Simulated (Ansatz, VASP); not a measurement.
AlN: VASP beside Ansatz

```
Al N
1.0
    -1.63784    2.83682    0.00000
     0.00000    0.00000    4.10063
     4.91352    2.83682    0.00000
Al N
4 4
Direct
  0.53278 0.75000 0.17759
  0.00000 0.75000 0.66667
  0.00000 0.25000 0.33333
  0.50000 0.25000 0.83333
  0.50000 0.25000 0.16667
  0.00000 0.25000 0.66667
  0.00000 0.75000 0.33333
  0.50000 0.75000 0.83333
```

Alike in both runs: task single point; functional LDA; k mesh 8 × 6 × 4; occupations gaussian, width 0.05 eV; no spin polarisation.

|  | VASP | Ansatz |
| --- | --- | --- |
| version | VASP 6.6.1 | Ansatz 0.2.0 |
| potentials or method | VASP PAW LDA potentials, release 64 (Al, N), cutoff 520 eV | scalar-relativistic, plane waves, PAW |
| valence electrons in the cell | 32 | 32 |

```tsv
	VASP	Ansatz	Ansatz less VASP
gap on the k mesh at the Fermi level (eV)	3.58	3.57	-0.008
least direct gap on the mesh (eV)	3.58	3.57	-0.008
pressure (GPa)	1.5	0.8	-0.68
traceless stress, the component that is largest in VASP (GPa)	4.21	4.03	-0.187
rms of the force components (eV/Å)	0.733	0.720	-0.0126
```

Ansatz warns that its potentials were made for another functional, while VASP's fit it. LDA's correlation is that of Perdew and Zunger in VASP and of Perdew and Wang (1992) in Ansatz. Atom by atom the forces differ by 0.013 eV/Å (rms over components).
